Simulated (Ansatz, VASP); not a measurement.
## One calculation of KCl, two programs

```
CELL_PARAMETERS angstrom
3.66403 0.00000 0.00000
0.00000 3.66403 0.00000
0.00000 0.00000 3.66403
ATOMIC_POSITIONS crystal
K 0.00000 0.00000 0.00000
Cl 0.50000 0.50000 0.50000
```

Change from the starting cell: volume scaled by 1.025, PAW files.

Alike in both runs: task electric field gradients; functional PBE; k mesh 7 × 7 × 7; occupations fermi-dirac, width 0.01 eV; no spin polarisation.

```csv
,VASP,Ansatz
version,VASP 6.6.1,Ansatz 0.2.0
potentials or method,"VASP PAW PBE potentials, release 64 (K_sv, Cl)","PAW with Ansatz's default frozen-core files, scalar-relativistic"
plane-wave cutoff (eV),520,420
valence electrons in the cell,16,16
```

|  | VASP | Ansatz | Ansatz less VASP |
| --- | --- | --- | --- |
| gap on the k mesh at the Fermi level (eV) | 5.48 | 5.48 | +0.002 |
| pressure (GPa) | 3.6 | 3.6 | -0.05 |
